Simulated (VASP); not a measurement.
# Pt (Fmmm) in VASP: notebook

Runs on Pt. Level: LDA. Tasks: single point.

Everything below comes from runs of VASP 6.6.1. Logs are shortened: lines on timing, memory, paths and dates and some standing lists are left out, and cuts for length are marked.

## (1) The cell of the first run

Symmetry: Fmmm, No. 69, orthorhombic system. Conventional cell: a = 3.787 Å, b = 3.894 Å, c = 4.166 Å, α = 90.00°, β = 90.00°, γ = 90.00°. Within 3.6 Å of Pt (site symmetry mmm) lie 12 Pt at 2.72 to 2.85 Å.

## (2) Single point, LDA (normal strain along x -0.0275, normal strain along z +0.0700)

The input, INCAR:

```
PREC = Accurate ; ENCUT = 520
EDIFF = 1E-6 ; ISMEAR = 0
SIGMA = 0.15 ; LREAL = False
LASPH = True ; NELM = 100
ALGO = Fast ; ISIF = 2
LWAVE = False ; LCHARG = False
GGA = CA ; NBANDS = 11
```

The input, KPOINTS:

```
Automatic mesh
0
Gamma
  20 20 20
```

The input, POSCAR:

```
Pt
1.0
    0.0000000000      1.9468328700      2.0831111709
    1.8932949661      0.0000000000      2.0831111709
    1.8932949661      1.9468328700      0.0000000000
Pt
1
Direct
    0.0000000000      0.0000000000      0.0000000000
```

Potentials or basis: VASP PAW LDA potentials, release 64 (Pt).

Launch:

```console
> cat potpaw_LDA.64/Pt/POTCAR > POTCAR
> mpirun -np 1 vasp_std > vasp.out
```

OUTCAR:

```text
PREC = Accurate
   ENCUT = 520
   EDIFF = 1E-6
   ISMEAR = 0
   LREAL = False
   LASPH = True
   NELM = 100
   ISIF = 2
   GGA = CA

 ion  position               nearest neighbor table
   1  0.000  0.000  0.000-

  LATTYP: Found a face centered orthorhombic cell.
 ALAT       =     3.7865899322
 B/A-ratio  =     1.0282776349
 C/A-ratio  =     1.1002570694

  Lattice vectors:

 A1 = (   0.0000000000,   1.9468328700,   2.0831111709)
 A2 = (   1.8932949661,   0.0000000000,   2.0831111709)
 A3 = (   1.8932949661,   1.9468328700,   0.0000000000)

Analysis of symmetry for initial positions (statically):
=====================================================================
 Subroutine PRICEL returns:
 Original cell was already a primitive cell.

 Routine SETGRP: Setting up the symmetry group for a
 face centered orthorhombic supercell.

 Subroutine GETGRP returns: Found  8 space group operations
 (whereof  8 operations were pure point group operations)
 out of a pool of  8 trial point group operations.

The static configuration has the point symmetry D_2h.

Analysis of symmetry for dynamics (positions and initial velocities):
=====================================================================
 Subroutine PRICEL returns:
 Original cell was already a primitive cell.

 Routine SETGRP: Setting up the symmetry group for a
 face centered orthorhombic supercell.

 Subroutine GETGRP returns: Found  8 space group operations
 (whereof  8 operations were pure point group operations)
 out of a pool of  8 trial point group operations.

The dynamic configuration has the point symmetry D_2h.

 Subroutine INISYM returns: Found  8 space group operations
 (whereof  8 operations are pure point group operations),
 and found     1 'primitive' translations

----------------------------------------------------------------------------------------

                                     Primitive cell

  volume of cell :      15.3564

  direct lattice vectors                    reciprocal lattice vectors
     0.000000000  1.946832870  2.083111171    -0.264089859  0.256827388  0.240025596
     1.893294966  0.000000000  2.083111171     0.264089859 -0.256827388  0.240025596
     1.893294966  1.946832870  0.000000000     0.264089859  0.256827388 -0.240025596

  length of vectors
     2.851229625  2.814945466  2.715644316     0.439677208  0.439677208  0.439677208

  position of ions in fractional coordinates (direct lattice)
     0.000000000  0.000000000  0.000000000

  ion indices of the primitive-cell ions
   primitive index   ion index
                 1           1

----------------------------------------------------------------------------------------

 KPOINTS: Automatic mesh

Automatic generation of k-mesh.
 Grid dimensions read from file:
 generate k-points for:   20   20   20

 Generating k-lattice:

  Cartesian coordinates                     Fractional coordinates (reciprocal lattice)
    -0.013204493  0.012841369  0.012001280     0.050000000  0.000000000  0.000000000
     0.013204493 -0.012841369  0.012001280     0.000000000  0.050000000  0.000000000
     0.013204493  0.012841369 -0.012001280     0.000000000  0.000000000  0.050000000

  Length of vectors
     0.021983860  0.021983860  0.021983860

  Shift w.r.t. Gamma in fractional coordinates (k-lattice)
     0.000000000  0.000000000  0.000000000

 Subroutine IBZKPT returns following result:
 ===========================================

 Found   1166 irreducible k-points:

 Following reciprocal coordinates:
            Coordinates               Weight
  0.000000  0.000000  0.000000      1.000000
  0.050000  0.000000  0.000000      8.000000
  0.100000  0.000000  0.000000      8.000000
  0.150000  0.000000 -0.000000      8.000000
  0.200000  0.000000  0.000000      8.000000
  0.250000  0.000000  0.000000      8.000000
[... 16 lines left out ...]
 -0.400000  0.050000  0.000000      8.000000
 -0.350000  0.050000  0.000000      8.000000
 [... further k-points ...]
   k-points           NKPTS =   1166   k-points in BZ     NKDIM =   1166   number of bands    NBANDS=     11
   number of dos      NEDOS =    301   number of ions     NIONS =      1
   total plane-waves  NPLWV =  11520
   dimension x,y,z NGX =    24 NGY =   24 NGZ =   20
   dimension x,y,z NGXF=    48 NGYF=   48 NGZF=   40
   ions per type =               1
   NGX,Y,Z   is equivalent  to a cutoff of  13.99, 14.17, 12.24 a.u.
   NGXF,Y,Z  is equivalent  to a cutoff of  27.99, 28.35, 24.49 a.u.
 SYSTEM =  unknown system
   PREC   = accura    normal or accurate (medium, high low for compatibility)
   ISTART =      0    job   : 0-new  1-cont  2-samecut
   ICHARG =      2    charge: 1-file 2-atom 10-const
   ISPIN  =      1    spin polarized calculation?
   LNONCOLLINEAR =      F non collinear calculations
   LSORBIT =      F    spin-orbit coupling
   LASPH  =      T    aspherical Exc in radial PAW
   ENCUT  =  520.0 eV  38.22 Ry    6.18 a.u.   5.30  5.23  5.05*2*pi/ulx,y,z
   NELM   =    100;   NELMIN=  2; NELMDL= -5     # of ELM steps
   EDIFF  = 0.1E-05   stopping-criterion for ELM
   LREAL  =      F    real-space projection
   EDIFFG = 0.1E-04   stopping-criterion for IOM
   NSW    =      0    number of steps for IOM
   IBRION =     -1    ionic relax: 0-MD 1-quasi-New 2-CG
   NFREE  =      0    steps in history (QN), initial steepest desc. (CG)
   ISIF   =      2    stress and relaxation
   ISYM   =      2    0-nonsym 1-usesym 2-fastsym
   POTIM  = 0.5000    time-step for ionic-motion
   TEBEG  =    0.0;   TEEND  =   0.0 temperature during run
   PSTRESS=    0.0 pullay stress
   NELECT =      10.0000    total number of electrons
   NUPDOWN=      -1.0000    fix difference up-down
   EMIN   =  10.00;   EMAX   =-10.00  energy-range for DOS
   EFERMI =   0.00;   METHOD = LEGACY
   ISMEAR =     0;   SIGMA  =   0.15  broadening in eV -4-tet -1-fermi 0-gaus
   EFERMI_NEDOS =   21; number of points for ismear=-14 and -15
   IALGO  =     68    algorithm
   IMIX   =      4    mixing-type and parameters
     AMIX     =   0.40;   BMIX     =  1.00
     AMIX_MAG =   1.60;   BMIX_MAG =  1.00
  volume/ion in A,a.u.               =      15.36       103.63
  Fermi-wavevector in a.u.,A,eV,Ry     =   1.418987  2.681496 27.395652  2.013524
  Thomas-Fermi vector in A             =   2.540055
   LORBIT       =      0    0 simple, 1 ext, 2 COOP (PROOUT), +10 PAW based schemes
   GGA     = CA    functional components
   LHFCALC =     F    Hartree Fock is set to
   AEXX    =    0.0000 exact exchange contribution
   IVDW    =     0    specifies the selected vdW correction
   LEPSILON=     F    determine dielectric tensor
   LRPA    =     F    only Hartree local field effects (RPA)
 non-spin polarized calculation
 RMM-DIIS sequential band-by-band and
 Gauss-broadening in eV      SIGMA  =   0.15
  energy-cutoff  :      520.00
  volume of cell :       15.36
 maximum number of plane-waves:       428
 NGX is ok and might be reduce to    24
   NGX = 11   NGY = 11   NGZ = 11

 number of electron      10.0000001 magnetization

 Free energy of the ion-electron system (eV)
  ---------------------------------------------------
  ext. energy  EPLUGINS =         0.00000000
  ---------------------------------------------------
  free energy    TOTEN  =        -7.47444522 eV

  energy without entropy =       -7.45400363  energy(sigma->0) =       -7.46422443

 E-fermi :  10.7627     XC(G=0): -13.5804

 val. band max:       10.7625839613   @ k =  -0.3500   0.1000   0.3500
 cond. band min:      10.7648101599   @ k =  -0.3000   0.0500   0.1000
 fundamental gap:      0.0022261986
 Fermi energy:        10.7626903666

 k-point     1 :       0.0000    0.0000    0.0000
  band No.  band energies     occupation
      1       0.7473      2.00000
      2       6.4589      2.00000
      3       7.3093      2.00000
      4       7.5978      2.00000
      5       8.5772      2.00000
      6       9.7652      2.00000
      7      25.5811      0.00000
      8      29.0123      0.00000
      9      30.5721      0.00000
     10      31.3439      0.00000
     11      35.8263      0.00000

 k-point     2 :       0.0500    0.0000    0.0000
  band No.  band energies     occupation
      1       0.8470      2.00000
      2       6.4820      2.00000
      3       7.3124      2.00000
      4       7.6031      2.00000
      5       8.5692      2.00000
      6       9.7305      2.00000
      7      25.7336      0.00000
      8      28.9869      0.00000
      9      30.4002      0.00000
     10      31.2694      0.00000
     11      36.4441      0.00000

 k-point     3 :       0.1000    0.0000    0.0000
  band No.  band energies     occupation
      1       1.1389      2.00000
      2       6.5330      2.00000
      3       7.2905      2.00000
      4       7.6568      2.00000
      5       8.5670      2.00000
      6       9.6393      2.00000
      7      26.1537      0.00000
      8      28.4271      0.00000
      9      30.2758      0.00000
     10      31.6015      0.00000
     11      37.0463      0.00000

 k-point     4 :       0.1500    0.0000   -0.0000
  band No.  band energies     occupation
      1       1.5988      2.00000
      2       6.5711      2.00000
      3       7.2289      2.00000
      4       7.7759      2.00000
      5       8.6322      2.00000
      6       9.5323      2.00000
      7      26.7051      0.00000
      8      27.1878      0.00000
      9      30.8032      0.00000
     10      32.2783      0.00000
     11      35.4954      0.00000
[... 239 lines left out ...]
 k-point    22 :      -0.4500    0.0500    0.0000
  band No.  band energies     occupation
      1       3.7074      2.00000
      2       6.5455      2.00000
      3       7.5811      2.00000
      4       9.6180      2.00000
      5      10.5404      1.96391
      6      11.7042      0.00000
      7      16.7409      0.00000
      8      24.8969      0.00000
      9      28.7403      0.00000
     10      30.6549      0.00000
     11      37.3623      0.00000

 k-point    23 :      -0.4000    0.0500    0.0000
  band No.  band energies     occupation
      1       3.7058      2.00000
      2       6.6128      2.00000
      3       7.6309      2.00000
      4       8.9422      2.00000
      5      10.3084      1.99998
      6      11.3306      0.00000
      7      17.9596      0.00000
      8      25.1536      0.00000
      9      29.0691      0.00000
     10      31.3374      0.00000
     11      36.4247      0.00000

 k-point    24 :      -0.3500    0.0500    0.0000
  band No.  band energies     occupation
      1       3.6558      2.00000
      2       6.7102      2.00000
      3       7.7260      2.00000
      4       8.0492      2.00000
      5       9.9888      2.00000
      6      10.8043      0.69462
      7      19.6775      0.00000
      8      25.6260      0.00000
      9      29.8089      0.00000
     10      32.3800      0.00000
     11      35.1679      0.00000

 [... further k-points ...]
[... 5 lines left out ...]
  --------------------------------------------------------------------------------------
  -------------------------------------------------------------------------------------
  Total       -0.5617644     -0.6492915     -1.4732400      0.0000000      0.0000000      0.0000000
  in kB      -58.6104940    -67.7424538   -153.7073694      0.0000000      0.0000000      0.0000000
  external PRESSURE =     -93.3534391 kB  Pullay stress =       0.0000000 kB

 VOLUME and BASIS-vectors are now :
 -----------------------------------------------------------------------------
  energy-cutoff  :      520.00
  volume of cell :       15.36
      direct lattice vectors                 reciprocal lattice vectors
     0.000000000  1.946832870  2.083111171    -0.264089859  0.256827388  0.240025596
     1.893294966  0.000000000  2.083111171     0.264089859 -0.256827388  0.240025596
     1.893294966  1.946832870  0.000000000     0.264089859  0.256827388 -0.240025596

 POSITION                                       TOTAL-FORCE (eV/Angst)
 -----------------------------------------------------------------------------------
      0.00000      0.00000      0.00000         0.000000     -0.000000      0.000000
 -----------------------------------------------------------------------------------
    total drift:                               -0.000000     -0.000000     -0.000000

  FREE ENERGIE OF THE ION-ELECTRON SYSTEM (eV)
  ---------------------------------------------------
  free  energy   TOTEN  =        -7.4744452230 eV

  energy  without entropy=       -7.4540036329  energy(sigma->0) =       -7.46422443
```

Wall time 6.8 min (1 thread of Intel Xeon 8259CL, shared host); peak memory 0.27 GiB.

Results:

```
Free energy            : -7.4744 eV
Pressure               : -9.3 GPa
Band gap on the k mesh : zero (bands 5 and 6 overlap by 2.52 eV)
```

Caveat: the cell differs from its parent crystal (normal strain along x -0.0275, normal strain along z +0.0700); the stress differs along the axes, from -15 to -6 GPa; spin-orbit coupling is left out, which moves the levels of the heavy elements.

## (3) Single point, LDA (normal strain along x +0.1100, normal strain along z -0.0525)

The input, INCAR:

```
SYSTEM = Pt
ALGO = Fast ; EDIFF = 1E-6
ENCUT = 520 ; GGA = CA
ISIF = 2 ; ISMEAR = 0
LASPH = .True. ; LCHARG = .False.
LREAL = .False. ; LWAVE = .False.
NBANDS = 11 ; NELM = 80
PREC = Accurate ; SIGMA = 0.15
```

The input, KPOINTS:

```
k-points
0
Gamma
  20 20 20
  0 0 0
```

The input, POSCAR:

```
Pt
1.0
    0.0000000000      1.9468328700      1.8446241443
    2.1609844857      0.0000000000      1.8446241443
    2.1609844857      1.9468328700      0.0000000000
Pt
1
Direct
    0.0000000000      0.0000000000      0.0000000000
```

Potentials or basis: VASP PAW LDA potentials, release 64 (Pt).

Launch:

```console
> cat potpaw_LDA.64/Pt/POTCAR > POTCAR
> mpirun -np 1 vasp_std > vasp.out
```

Run time: 6.6 min. Hardware: 1 thread of Intel Xeon 8259CL, shared host; peak memory 0.27 GiB.

The run converged. Its results:

- Free energy: -7.4251 eV
- Pressure: -10.5 GPa
- Band gap on the k mesh: zero (bands 5 and 6 overlap by 2.79 eV)

Stress tensor (GPa, compression positive):
```
-20.52   0.00   0.00
  0.00  -5.90   0.00
  0.00   0.00  -5.17
```

Levels at points of the mesh, in eV from the Fermi level:
```
           k point  band 1  band 2  band 3  band 4  band 5  band 6  band 7  band 8  band 9  band 10
(0.00, 0.00, 0.00)   -9.85   -4.54   -3.18   -2.69   -2.53   -0.63   15.09   17.59   19.83    21.38
(0.50, 0.00, 0.00)   -6.96   -4.35   -2.82   -0.24   -0.22    0.41    5.85   13.75   18.07    20.42
(0.50, 0.50, 0.00)   -6.62   -6.21   -0.07   -0.04    1.16    3.36    9.96   10.42   10.53    19.26
(0.50, 0.00, 0.50)   -6.70   -6.07   -0.29   -0.24    1.28    2.24    9.23   10.81   11.67    20.33
(0.00, 0.50, 0.50)   -6.90   -6.33    0.22    0.29    0.42    0.59    6.53   12.76   13.19    21.33
```

Caveat: the cell differs from its parent crystal (normal strain along x +0.1100, normal strain along z -0.0525); the stress differs along the axes, from -21 to -5 GPa; spin-orbit coupling is left out, which moves the levels of the heavy elements.

## (4) Single point, LDA (normal strain along x -0.0825, normal strain along z -0.0525)

The input, INCAR:

```
ALGO     = Fast           # electronic algorithm
EDIFF    = 1E-6           # SCF threshold, eV
ENCUT    = 520            # plane-wave cutoff, eV
ISIF     = 2              # what is computed and relaxed
ISMEAR   = 0              # smearing method
LASPH    = True           # aspherical terms in the spheres
LCHARG   = False          # write CHGCAR
LREAL    = False          # projectors in reciprocal space
LWAVE    = False          # write WAVECAR
NBANDS   = 11             # bands
NELM     = 80             # most SCF steps
PREC     = Accurate       # precision mode
SIGMA    = 0.15           # smearing width, eV
```

The input, KPOINTS:

```
k-points
0
Gamma
  20 20 20
```

The input, POSCAR:

```
Pt
1.0
    0.0000000000      1.9468328700      1.8446241443
    1.7862191582      0.0000000000      1.8446241443
    1.7862191582      1.9468328700      0.0000000000
Pt
1
Direct
    0.0000000000      0.0000000000      0.0000000000
```

Launch:

```console
> cat potpaw_LDA.64/Pt/POTCAR > POTCAR
> mpirun -np 1 vasp_std > vasp.out
```

Run time: 3.1 min. Hardware: 1 thread of Intel Xeon 8259CL, shared host; peak memory 0.27 GiB.

Results (log left out):

| Item | Value |
| --- | --- |
| Free energy | -7.1446 eV |
| Pressure | 64.7 GPa |
| Band gap on the k mesh | zero (bands 5 and 6 overlap by 3.48 eV) |

Stress tensor (GPa, compression positive):
```
71.19  0.00  0.00
 0.00 54.16  0.00
 0.00  0.00 68.78
```

Levels at points of the mesh, in eV from the Fermi level:
```csv
k point,band 2,band 3,band 4,band 5,band 6,band 7,band 8,band 9
"(0.00, 0.00, 0.00)",-5.60,-4.75,-4.33,-2.83,-1.44,14.08,18.38,20.05
"(0.50, 0.00, 0.00)",-5.57,-4.46,-1.11,-0.16,0.37,7.31,13.51,19.42
"(0.50, 0.50, 0.00)",-8.48,-0.07,0.12,1.27,1.67,11.13,11.25,12.30
"(0.50, 0.00, 0.50)",-8.55,0.17,0.49,0.52,0.82,9.49,12.54,12.97
"(0.00, 0.50, 0.50)",-8.55,0.01,0.32,1.13,2.42,10.83,11.45,12.07
```

Caveat: the cell differs from its parent crystal (normal strain along x -0.0825, normal strain along z -0.0525); the stress differs along the axes, from 54 to 71 GPa; spin-orbit coupling is left out, which moves the levels of the heavy elements.

## (5) The runs side by side

| cell | gap on the mesh (eV) | pressure (GPa) |
| --- | --- | --- |
| a = 2.851, b = 2.815, c = 2.716 Å, angles 62.0, 60.7, 57.3°, 1 atom | none | -9.3 |
| a = 2.682, b = 2.841, c = 2.909 Å, angles 55.6, 60.9, 63.5°, 1 atom | none | -10.5 |
| a = 2.682, b = 2.568, c = 2.642 Å, angles 61.9, 57.7, 60.4°, 1 atom | none | 64.7 |

Alike in all rows: task single point; level LDA; potentials or basis VASP PAW LDA potentials, release 64 (Pt); no spin polarisation; k mesh 20 × 20 × 20; cutoff (eV) 520; smearing gaussian 0.15 eV.

Caveats: spin-orbit coupling is left out, which moves the levels of the heavy elements; the stress differs along the axes, from -15 to -6 GPa (at least some runs); the stress differs along the axes, from -21 to -5 GPa (at least some runs); the stress differs along the axes, from 54 to 71 GPa (at least some runs).

Total energies depend on the potentials used, so only differences within one code and one set of settings carry meaning.
